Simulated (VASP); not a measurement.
A run of VASP 6.6.1 is set up as follows.

Contents of INCAR:

```
ALGO = Normal
EDIFF = 1E-6
ENCUT = 500
GGA = PE
GGA_COMPAT = F
ISIF = 2
ISMEAR = 0
LASPH = T
LCHARG = F
LREAL = F
LWAVE = F
NBANDS = 22
NELM = 120
PREC = Accurate
SIGMA = 0.1
```

Contents of KPOINTS:

```
k-points
0
Gamma
  4 4 4
```

POSCAR

```
Sb3Mo
1.0
    4.5804074928      0.0000000000      0.0000000000
    0.0000000000      4.5804074928      0.0000000000
    0.0000000000      0.0000000000      4.5804074928
Sb Mo
3 1
Direct
    0.0000000000      0.5000000000      0.5000000000
    0.5000000000      0.0000000000      0.5000000000
    0.5000000000      0.5000000000      0.0000000000
    0.0000000000      0.0000000000      0.0000000000
```

Potentials or basis: VASP PAW PBE potentials, release 64 (Sb, Mo_sv).

Command:

```console
$ cat potpaw_PBE.64/Sb/POTCAR potpaw_PBE.64/Mo_sv/POTCAR > POTCAR
$ mpirun -np 1 vasp_std > vasp.out
```

(1) What does it give for the pressure?

(2) Predict the band gap on the k mesh.

## Answers

(1) -2.6 GPa.

(2) zero (an odd number of electrons rules out a gap without spin polarisation).

Caveat: spin-orbit coupling is left out, which moves the levels of the heavy elements.
